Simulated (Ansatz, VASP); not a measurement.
# MgF2: VASP beside Ansatz

File POSCAR:

```
MgF2
1.0
    4.6220162608      0.0000000000      0.0000000000
    0.0000000000      4.6220162608      0.0000000000
    0.0000000000      0.0000000000      3.0461115457
Mg F
2 4
Direct
    0.0000000000      0.0000000000      0.0000000000
    0.5000000000      0.5000000000      0.5000000000
    0.3029506049      0.3029506049      0.0000000000
    0.1970493951      0.8029506049      0.5000000000
    0.6970493951      0.6970493951      0.0000000000
    0.8029506049      0.1970493951      0.5000000000
```

Contents of INCAR.step1:

```
ALGO     = Normal         # electronic algorithm
EDIFF    = 1E-5           # SCF threshold, eV
ENCUT    = 660            # plane-wave cutoff, eV
GGA      = PE             # functional
GGA_COMPAT= F            
ISMEAR   = 0              # smearing method
LASPH    = T              # aspherical terms in the spheres
LCHARG   = F              # write CHGCAR
LREAL    = F              # projectors in reciprocal space
LWAVE    = T              # write WAVECAR
NBANDS   = 25             # bands
NELM     = 120            # most SCF steps
PREC     = Accurate       # precision mode
SIGMA    = 0.01           # smearing width, eV
```

INCAR.step2

```
ALGO     = Normal         # electronic algorithm
EDIFF    = 1E-6           # SCF threshold, eV
ENCUT    = 660            # plane-wave cutoff, eV
GGA_COMPAT= F            
ISIF     = 2              # what is computed and relaxed
ISMEAR   = 0              # smearing method
ISTART   = 1            
LASPH    = T              # aspherical terms in the spheres
LCHARG   = T              # write CHGCAR
LELF     = T              # ELF
LMIXTAU  = T            
LREAL    = F              # projectors in reciprocal space
LVHAR    = T            
LWAVE    = F              # write WAVECAR
METAGGA  = R2SCAN         # meta-GGA
NBANDS   = 25             # bands
NELM     = 120            # most SCF steps
PREC     = Accurate       # precision mode
SIGMA    = 0.01           # smearing width, eV
```

KPOINTS

```
k-points
0
Gamma
  4 4 6
```

Input for Ansatz:

```yaml
crystal:
  lattice:
    - [4.6220162608, 0.0, 0.0]
    - [0.0, 4.6220162608, 0.0]
    - [0.0, 0.0, 3.0461115457]
  atoms:
    - { symbol: Mg, position: [0.0, 0.0, 0.0] }
    - { symbol: Mg, position: [0.5, 0.5, 0.5] }
    - { symbol: F, position: [0.3029506049, 0.3029506049, 0.0] }
    - { symbol: F, position: [0.1970493951, 0.8029506049, 0.5] }
    - { symbol: F, position: [0.6970493951, 0.6970493951, 0.0] }
    - { symbol: F, position: [0.8029506049, 0.1970493951, 0.5] }
kpoints:
  mp_grid: { grid: [4, 4, 6] }
hamiltonian:
  xc: r2scan
scf:
  occupations: { method: fixed }
output:
  optics:
    e_range: [0, 24]
    de: 0.05
    sigma: 0.1
    bands: { spectra_wanted_up_to: 24 }
```

Alike in both runs: task single point; functional r2SCAN; k mesh 4 × 4 × 6; no spin polarisation.

```csv
,VASP,Ansatz
version,VASP 6.6.1,Ansatz 0.2.0
potentials or method,"VASP PAW PBE potentials, release 64 (Mg, F)","plane waves, PAW"
plane-wave cutoff (eV),660,500
occupations,"gaussian, width 0.01 eV",fixed
valence electrons in the cell,32,48
```

Ansatz gave:

* gap on the k mesh at the Fermi level (eV): 8.07

Problem. What did VASP give for the same quantities?

Solution. gap on the k mesh at the Fermi level (eV): 8.03.

VASP's potentials were made for PBE, not for r2SCAN. VASP's potentials hold 32 valence electrons a cell and Ansatz's 48, so a difference there can come from the potentials and not from the codes.
